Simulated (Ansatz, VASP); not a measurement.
# Two plane-wave programs on Al9H

The input INCAR:

```
SYSTEM = Al9H
  PREC = Accurate
  ENCUT = 520
  EDIFF = 1E-7
  ISMEAR = 0
  SIGMA = 0.1
  LREAL = Auto
  LASPH = .True.
  NELM = 60
  ALGO = Normal
  ISIF = 2
  LWAVE = .False.
  LCHARG = .False.
  LDIPOL = .True.
  IDIPOL = 3
  DIPOL = 0.5 0.5 0.296
  GGA = PE
  NBANDS = 44
```

Contents of KPOINTS:

```
regular mesh
0
Gamma
  5 3 1
  0 0 0
```

Contents of POSCAR:

```
Al9H
1.0
    5.7070863106      0.0000000000      0.0000000000
   -1.4267715776      9.7014842380      0.0000000000
    0.0000000000      0.0000000000     22.7903703519
Al H
18 2
Direct
    0.2662216041      0.0648864163      0.1755127248
    0.7662216041      0.0648864163      0.1755127248
    0.3354806058      0.3419224231      0.2192029854
    0.8354806058      0.3419224231      0.2192029854
    0.1493324061      0.5973296244      0.2279410375
    0.6493324061      0.5973296244      0.2279410375
    0.4631842064      0.8527368258      0.2366790896
    0.9631842065      0.8527368258      0.2366790896
    0.0319772093      0.1277109169      0.2808262502
    0.5319772093      0.1277109169      0.2808262502
    0.0997917601      0.4042231294      0.3301071124
    0.5997917601      0.4042231294      0.3301071124
    0.4144000537      0.6596656514      0.3369822081
    0.9144000537      0.6596656514      0.3369822081
    0.2263076916      0.9110819252      0.3449259130
    0.7263076916      0.9110819252      0.3449259130
    0.2962427243      0.1814072004      0.3857054631
    0.7962427243      0.1814072004      0.3857054631
    0.6062643800      0.2895085324      0.4194916627
    0.6062643800      0.5597556849      0.4194916627
```

Input for Ansatz:

```yaml
crystal:
  lattice:
    - [5.7070863106, 0.0, 0.0]
    - [-1.4267715776, 9.701484238, 0.0]
    - [0.0, 0.0, 22.7903703519]
  atoms:
    - { symbol: Al, position: [0.2662216041, 0.0648864163, 0.1755127248] }
    - { symbol: Al, position: [0.7662216041, 0.0648864163, 0.1755127248] }
    - { symbol: Al, position: [0.3354806058, 0.3419224231, 0.2192029854] }
    - { symbol: Al, position: [0.8354806058, 0.3419224231, 0.2192029854] }
    - { symbol: Al, position: [0.1493324061, 0.5973296244, 0.2279410375] }
    - { symbol: Al, position: [0.6493324061, 0.5973296244, 0.2279410375] }
    - { symbol: Al, position: [0.4631842064, 0.8527368258, 0.2366790896] }
    - { symbol: Al, position: [0.9631842065, 0.8527368258, 0.2366790896] }
    - { symbol: Al, position: [0.0319772093, 0.1277109169, 0.2808262502] }
    - { symbol: Al, position: [0.5319772093, 0.1277109169, 0.2808262502] }
    - { symbol: Al, position: [0.0997917601, 0.4042231294, 0.3301071124] }
    - { symbol: Al, position: [0.5997917601, 0.4042231294, 0.3301071124] }
    - { symbol: Al, position: [0.4144000537, 0.6596656514, 0.3369822081] }
    - { symbol: Al, position: [0.9144000537, 0.6596656514, 0.3369822081] }
    - { symbol: Al, position: [0.2263076916, 0.9110819252, 0.344925913] }
    - { symbol: Al, position: [0.7263076916, 0.9110819252, 0.344925913] }
    - { symbol: Al, position: [0.2962427243, 0.1814072004, 0.3857054631] }
    - { symbol: Al, position: [0.7962427243, 0.1814072004, 0.3857054631] }
    - { symbol: H, position: [0.60626438, 0.2895085324, 0.4194916627] }
    - { symbol: H, position: [0.60626438, 0.5597556849, 0.4194916627] }
basis:
  ecutwfc: 420
kpoints:
  mp_grid: { grid: [5, 3, 1] }
hamiltonian:
  xc: pbe
  pseudopotentials: { kind: paw, azcp: { folder: soft_1 } }
scf:
  occupations: { method: gaussian, width: 0.1 }
output:
  forces: true
  eigenvalues: true
efield:
  axis: 3
  dipole_correction: true
  ramp_width: 0.04
```

Alike in both runs: task single point; functional PBE; k mesh 5 × 3 × 1; occupations gaussian, width 0.1 eV; no spin polarisation.

|  | VASP | Ansatz |
| --- | --- | --- |
| version | VASP 6.6.1 | Ansatz 0.2.0 |
| potentials or method | VASP PAW PBE potentials, release 64 (Al, H), cutoff 520 eV | scalar-relativistic, plane waves, PAW |
| valence electrons in the cell | 56 | 56 |

Ansatz gave:

- gap on the k mesh at the Fermi level (eV): none
- rms of the force components (eV/Å): 0.244

Q: What did VASP give for the same quantities?

A: gap on the k mesh at the Fermi level (eV): none; rms of the force components (eV/Å): 0.245.

Atom by atom the forces differ by 0.001 eV/Å (rms over components). A gap of «none» marks a metal or a gap that the smearing closes. With one functional, cell and mesh, what is left measures potentials, basis and numerics.
